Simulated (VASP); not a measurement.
# Mg (P6_3/mmc) in VASP: notebook

The runs below take Mg through single point, relaxation of volume and atoms at fixed shape, with LDA.

Program: VASP 6.6.1. These are calculated values, not measurements. Logs are shortened: lines on timing, memory, paths and dates and some standing lists are left out, and cuts for length are marked.

## Step 1: The cell of the first run

It takes space group P6_3/mmc (No. 194, hexagonal). The conventional cell has a = 3.131 Å, b = 3.131 Å, c = 5.083 Å, α = 90.00°, β = 90.00°, γ = 120.00°. Mg (site symmetry -6m2) has 12 Mg at 3.12 to 3.13 Å within 4.1 Å.

## Step 2: Single point, LDA

File INCAR:

```
SYSTEM = Mg
  ALGO = Normal
  EDIFF = 1E-7
  ENCUT = 520
  GGA = CA
  ISIF = 2
  ISMEAR = 1
  LASPH = .True.
  LCHARG = .True.
  LELF = .True.
  LREAL = .False.
  LVHAR = .True.
  LWAVE = .False.
  NBANDS = 9
  NELM = 60
  PREC = Accurate
  SIGMA = 0.1
```

File KPOINTS:

```
k-points
0
Gamma
  9 9 5
  0 0 0
```

File POSCAR:

```
Mg
1.0
    3.1307168101      0.0000000000      0.0000000000
   -1.5653584051      2.7112802896      0.0000000000
    0.0000000000      0.0000000000      5.0827158841
Mg
2
Direct
    0.3333333333      0.6666666667      0.2500000000
    0.6666666667      0.3333333333      0.7500000000
```

Potentials or basis: VASP PAW LDA potentials, release 64 (Mg).

Launch:

```bash
cat potpaw_LDA.64/Mg/POTCAR > POTCAR
mpirun -np 1 vasp_std > vasp.out
```

OUTCAR:

```text
SYSTEM = Mg
   EDIFF = 1E-7
   ENCUT = 520
   GGA = CA
   ISIF = 2
   ISMEAR = 1
   LASPH = .True.
   LREAL = .False.
   NELM = 60
   PREC = Accurate

 ion  position               nearest neighbor table
   1  0.333  0.667  0.250-   2 3.12   2 3.12   2 3.12   2 3.12   2 3.12   2 3.12
   2  0.667  0.333  0.750-   1 3.12   1 3.12   1 3.12   1 3.12   1 3.12   1 3.12

  LATTYP: Found a hexagonal cell.
 ALAT       =     3.1307168101
 C/A-ratio  =     1.6234990874

  Lattice vectors:

 A1 = (   3.1307168101,   0.0000000000,   0.0000000000)
 A2 = (  -1.5653584051,   2.7112802896,   0.0000000000)
 A3 = (   0.0000000000,   0.0000000000,   5.0827158841)

Analysis of symmetry for initial positions (statically):
=====================================================================
 Subroutine PRICEL returns:
 Original cell was already a primitive cell.

 Routine SETGRP: Setting up the symmetry group for a
 hexagonal supercell.

 Subroutine GETGRP returns: Found 24 space group operations
 (whereof 12 operations were pure point group operations)
 out of a pool of 24 trial point group operations.

The static configuration has the point symmetry D_3d.
 The point group associated with its full space group is D_6h.

Analysis of symmetry for dynamics (positions and initial velocities):
=====================================================================
 Subroutine PRICEL returns:
 Original cell was already a primitive cell.

 Routine SETGRP: Setting up the symmetry group for a
 hexagonal supercell.

 Subroutine GETGRP returns: Found 24 space group operations
 (whereof 12 operations were pure point group operations)
 out of a pool of 24 trial point group operations.

The dynamic configuration has the point symmetry D_3d.
 The point group associated with its full space group is D_6h.

 Subroutine INISYM returns: Found 24 space group operations
 (whereof 12 operations are pure point group operations),
 and found     1 'primitive' translations

----------------------------------------------------------------------------------------

                                     Primitive cell

  volume of cell :      43.1434

  direct lattice vectors                    reciprocal lattice vectors
     3.130716810  0.000000000  0.000000000     0.319415668  0.184414722  0.000000000
    -1.565358405  2.711280290  0.000000000     0.000000000  0.368829443  0.000000000
     0.000000000  0.000000000  5.082715884     0.000000000  0.000000000  0.196745209

  length of vectors
     3.130716810  3.130716810  5.082715884     0.368829443  0.368829443  0.196745209

  position of ions in fractional coordinates (direct lattice)
     0.333333333  0.666666667  0.250000000
     0.666666667  0.333333333  0.750000000

  ion indices of the primitive-cell ions
   primitive index   ion index
                 1           1
                 2           2

----------------------------------------------------------------------------------------

 KPOINTS: k-points

Automatic generation of k-mesh.
 Grid dimensions read from file:
 generate k-points for:    9    9    5

 Generating k-lattice:

  Cartesian coordinates                     Fractional coordinates (reciprocal lattice)
     0.035490630  0.020490525  0.000000000     0.111111111  0.000000000  0.000000000
     0.000000000  0.040981049  0.000000000     0.000000000  0.111111111  0.000000000
     0.000000000  0.000000000  0.039349042     0.000000000  0.000000000  0.200000000

  Length of vectors
     0.040981049  0.040981049  0.039349042

  Shift w.r.t. Gamma in fractional coordinates (k-lattice)
     0.000000000  0.000000000  0.000000000

 Subroutine IBZKPT returns following result:
 ===========================================

 Found     36 irreducible k-points:

 Following reciprocal coordinates:
            Coordinates               Weight
  0.000000  0.000000  0.000000      1.000000
  0.111111 -0.000000  0.000000      6.000000
  0.222222 -0.000000  0.000000      6.000000
  0.333333 -0.000000  0.000000      6.000000
  0.444444 -0.000000  0.000000      6.000000
  0.111111  0.111111  0.000000      6.000000
[... 16 lines left out ...]
  0.333333  0.222222  0.200000     24.000000
  0.333333  0.333333  0.200000      4.000000
 [... further k-points ...]
   k-points           NKPTS =     36   k-points in BZ     NKDIM =     36   number of bands    NBANDS=      9
   number of dos      NEDOS =    301   number of ions     NIONS =      2
   total plane-waves  NPLWV =  23040
   dimension x,y,z NGX =    24 NGY =   24 NGZ =   40
   dimension x,y,z NGXF=    48 NGYF=   48 NGZF=   80
   ions per type =               2
   NGX,Y,Z   is equivalent  to a cutoff of  12.74, 12.74, 13.08 a.u.
   NGXF,Y,Z  is equivalent  to a cutoff of  25.49, 25.49, 26.17 a.u.
 SYSTEM =  Mg
   PREC   = accura    normal or accurate (medium, high low for compatibility)
   ISTART =      0    job   : 0-new  1-cont  2-samecut
   ICHARG =      2    charge: 1-file 2-atom 10-const
   ISPIN  =      1    spin polarized calculation?
   LNONCOLLINEAR =      F non collinear calculations
   LSORBIT =      F    spin-orbit coupling
   LASPH  =      T    aspherical Exc in radial PAW
   ENCUT  =  520.0 eV  38.22 Ry    6.18 a.u.   5.82  5.82  9.45*2*pi/ulx,y,z
   NELM   =     60;   NELMIN=  2; NELMDL= -5     # of ELM steps
   EDIFF  = 0.1E-06   stopping-criterion for ELM
   LREAL  =      F    real-space projection
   EDIFFG = 0.1E-05   stopping-criterion for IOM
   NSW    =      0    number of steps for IOM
   IBRION =     -1    ionic relax: 0-MD 1-quasi-New 2-CG
   NFREE  =      0    steps in history (QN), initial steepest desc. (CG)
   ISIF   =      2    stress and relaxation
   ISYM   =      2    0-nonsym 1-usesym 2-fastsym
   POTIM  = 0.5000    time-step for ionic-motion
   TEBEG  =    0.0;   TEEND  =   0.0 temperature during run
   PSTRESS=    0.0 pullay stress
   NELECT =       4.0000    total number of electrons
   NUPDOWN=      -1.0000    fix difference up-down
   EMIN   =  10.00;   EMAX   =-10.00  energy-range for DOS
   EFERMI =   0.00;   METHOD = LEGACY
   ISMEAR =     1;   SIGMA  =   0.10  broadening in eV -4-tet -1-fermi 0-gaus
   EFERMI_NEDOS =   21; number of points for ismear=-14 and -15
   IALGO  =     38    algorithm
   IMIX   =      4    mixing-type and parameters
     AMIX     =   0.40;   BMIX     =  1.00
     AMIX_MAG =   1.60;   BMIX_MAG =  1.00
  volume/ion in A,a.u.               =      21.57       145.57
  Fermi-wavevector in a.u.,A,eV,Ry     =   0.740952  1.400196  7.469735  0.549010
  Thomas-Fermi vector in A             =   1.835477
   LORBIT       =      0    0 simple, 1 ext, 2 COOP (PROOUT), +10 PAW based schemes
   GGA     = CA    functional components
   LHFCALC =     F    Hartree Fock is set to
   AEXX    =    0.0000 exact exchange contribution
   IVDW    =     0    specifies the selected vdW correction
   LEPSILON=     F    determine dielectric tensor
   LRPA    =     F    only Hartree local field effects (RPA)
 non-spin polarized calculation
 Methfessel and Paxton  Order N= 1 SIGMA  =   0.10
  energy-cutoff  :      520.00
  volume of cell :       43.14
 maximum number of plane-waves:      1177
 NGX is ok and might be reduce to    24
   NGX = 11   NGY = 11   NGZ = 19

 number of electron       4.0000000 magnetization

 Free energy of the ion-electron system (eV)
  ---------------------------------------------------
  ext. energy  EPLUGINS =         0.00000000
  ---------------------------------------------------
  free energy    TOTEN  =        -3.61511948 eV

  energy without entropy =       -3.61576269  energy(sigma->0) =       -3.61533388

 E-fermi :   2.7542     XC(G=0):  -8.8827

 val. band max:        2.7405428412   @ k =   0.4444  -0.0000   0.4000
 cond. band min:       2.8523578411   @ k =   0.4444   0.1111   0.4000
 fundamental gap:      0.1118149999
 Fermi energy:         2.7541812837

 k-point     1 :       0.0000    0.0000    0.0000
  band No.  band energies     occupation
      1      -4.3911      2.00000
      2       1.0472      2.00000
      3       1.5261      2.00000
      4      14.0571      0.00000
      5      14.0571      0.00000
      6      14.2292      0.00000
      7      14.2292      0.00000
      8      14.9782      0.00000
      9      16.7588      0.00000

 k-point     2 :       0.1111   -0.0000    0.0000
  band No.  band energies     occupation
      1      -4.1383      2.00000
      2       1.2763      2.00000
      3       1.7707      2.00000
      4      10.8699      0.00000
      5      12.4792      0.00000
      6      13.2829      0.00000
      7      15.7101      0.00000
      8      15.8297      0.00000
      9      16.0928      0.00000

 k-point     3 :       0.2222   -0.0000    0.0000
  band No.  band energies     occupation
      1      -3.3841      2.00000
      2       1.9642      2.00000
      3       2.4833      2.00086
      4       7.5178      0.00000
      5      11.2313      0.00000
      6      11.5224      0.00000
      7      12.3647      0.00000
      8      13.9137      0.00000
      9      15.8281      0.00000

 k-point     4 :       0.3333   -0.0000    0.0000
  band No.  band energies     occupation
      1      -2.1412      2.00000
      2       3.1131     -0.00000
      3       3.3975     -0.00000
      4       4.7864      0.00000
      5       9.3717      0.00000
      6       9.5397      0.00000
      7      10.4017      0.00000
      8      12.2702      0.00000
      9      14.8765      0.00000
[... 205 lines left out ...]
 k-point    22 :       0.2222    0.2222    0.2000
  band No.  band energies     occupation
      1      -1.1787      2.00000
      2       2.0981      2.00000
      3       5.1598      0.00000
      4       5.1608      0.00000
      5       6.8075      0.00000
      6       8.6299      0.00000
      7       8.8262      0.00000
      8      12.8360      0.00000
      9      13.1656      0.00000

 k-point    23 :       0.3333    0.2222    0.2000
  band No.  band energies     occupation
      1       0.5090      2.00000
      2       2.5580      2.01805
      3       3.7936     -0.00000
      4       4.8085      0.00000
      5       6.0734      0.00000
      6       7.8323      0.00000
      7       8.8133      0.00000
      8      10.6088      0.00000
      9      12.6131      0.00000

 k-point    24 :       0.3333    0.3333    0.2000
  band No.  band energies     occupation
      1       2.3511      2.00000
      2       2.3861      2.00000
      3       2.3861      2.00000
      4       5.5619      0.00000
      5       5.9298      0.00000
      6       5.9298      0.00000
      7       9.9096      0.00000
      8      10.5970      0.00000
      9      10.5970      0.00000

 [... further k-points ...]
[... 5 lines left out ...]
  --------------------------------------------------------------------------------------
  -------------------------------------------------------------------------------------
  Total       -0.1295875     -0.1295875     -0.0005181      0.0000000      0.0000000      0.0000000
  in kB       -4.8123782     -4.8123782     -0.0192418      0.0000000      0.0000000      0.0000000
  external PRESSURE =      -3.2146661 kB  Pullay stress =       0.0000000 kB

 VOLUME and BASIS-vectors are now :
 -----------------------------------------------------------------------------
  energy-cutoff  :      520.00
  volume of cell :       43.14
      direct lattice vectors                 reciprocal lattice vectors
     3.130716810  0.000000000  0.000000000     0.319415668  0.184414722  0.000000000
    -1.565358405  2.711280290  0.000000000     0.000000000  0.368829443  0.000000000
     0.000000000  0.000000000  5.082715884     0.000000000  0.000000000  0.196745209

 POSITION                                       TOTAL-FORCE (eV/Angst)
 -----------------------------------------------------------------------------------
     -0.00000      1.80752      1.27068        -0.000000      0.000000      0.000000
      1.56536      0.90376      3.81204         0.000000     -0.000000      0.000000
 -----------------------------------------------------------------------------------
    total drift:                                0.000000     -0.000000      0.000000

  FREE ENERGIE OF THE ION-ELECTRON SYSTEM (eV)
  ---------------------------------------------------
  free  energy   TOTEN  =        -3.6151194769 eV

  energy  without entropy=       -3.6157626913  energy(sigma->0) =       -3.61533388
```

Run time: 8.3 s. Hardware: 1 thread of Intel Xeon Platinum 8375C at 2.90GHz (Ice Lake), shared host; peak memory 0.14 GiB.

What came out:

```
Free energy            : -3.6151 eV
Pressure               : -0.3 GPa
Band gap on the k mesh : zero (band 2 reaches 3.80 eV, above the bottom of band 3 at 1.53 eV)
```

Stress tensor (GPa, compression positive):
```
-0.48  0.00  0.00
 0.00 -0.48  0.00
 0.00  0.00  0.00
```

## Step 3: Relaxation of volume and atoms at fixed shape, LDA

This run uses another cell than the first one, of 23.24 Å³/atom, 1.077 times its volume.

File INCAR:

```
PREC     = Accurate       # precision mode
ENCUT    = 600            # plane-wave cutoff, eV
EDIFF    = 1E-6           # SCF threshold, eV
ISMEAR   = 1              # smearing method
SIGMA    = 0.1            # smearing width, eV
LREAL    = False          # projectors in reciprocal space
LASPH    = True           # aspherical terms in the spheres
NELM     = 100            # most SCF steps
ALGO     = Normal         # electronic algorithm
ISIF     = 8              # what is computed and relaxed
LWAVE    = False          # write WAVECAR
LCHARG   = False          # write CHGCAR
GGA      = CA             # functional
IBRION   = 2              # ionic algorithm
NSW      = 80             # ionic steps
EDIFFG   = -0.03          # ionic threshold
```

File KPOINTS:

```
Automatic mesh
0
Gamma
  9 9 5
```

File POSCAR:

```
Mg
1.0
    3.2093000000      0.0000000000      0.0000000000
   -1.6046500000      2.7793400000      0.0000000000
    0.0000000000      0.0000000000      5.2103000000
Mg
2
Direct
    0.3333333333      0.6666666667      0.2500000000
    0.6666666667      0.3333333333      0.7500000000
```

Potentials or basis: VASP PAW LDA potentials, release 64 (Mg).

Launch:

```bash
cat potpaw_LDA.64/Mg/POTCAR > POTCAR
mpirun -np 1 vasp_std > vasp.out
```

Run time: 17 s. Hardware: 1 thread of Intel Xeon Platinum 8375C at 2.90GHz (Ice Lake), shared host; peak memory 0.16 GiB.

The run converged. Its results:

* Free energy: -3.6156 eV
* Relaxed volume: 21.42 Å³/atom
* Relaxed cell: a = 3.123 Å, b = 3.123 Å, c = 5.071 Å, α = 90.00°, β = 90.00°, γ = 120.00°
* Space group after relaxing (to 0.05 Å): P6_3/mmc (No. 194)
* Energy gained by relaxing: 17.7 meV/atom
* Ionic steps: 3
* Pressure after relaxing: 0.0 GPa
* Band gap on the k mesh: zero (band 2 reaches 3.84 eV, above the bottom of band 3 at 1.57 eV)

Stress tensor (GPa, compression positive):
```
-0.20  0.00  0.00
 0.00 -0.20  0.00
 0.00  0.00  0.31
```

The path:
```
step  energy change (eV)  largest force (eV/Å)  pressure (GPa)  volume (Å³)
   1              0.0000                0.0000           -2.87        46.47
   2             -0.0328                0.0000           -0.86        43.73
   3             -0.0353                0.0000           -0.03        42.84
```

Final structure:
```yaml
crystal:
  lattice:
    - [3.12332, 0.00000, 0.00000]
    - [-1.56166, 2.70488, 0.00000]
    - [0.00000, 0.00000, 5.07071]
  atoms:
    - { symbol: Mg, position: [0.33333, 0.66667, 0.25000] }
    - { symbol: Mg, position: [0.66667, 0.33333, 0.75000] }
```

Levels at points of the mesh, in eV from the Fermi level:
```tsv
k point	band 1	band 2	band 3	band 4	band 5	band 6
(0.00, 0.00, 0.00)	-7.18	-1.72	-1.23	11.34	11.34	11.53
```

LDA usually gives volumes a few per cent too small. Zero-point motion and thermal expansion aren't in these numbers.
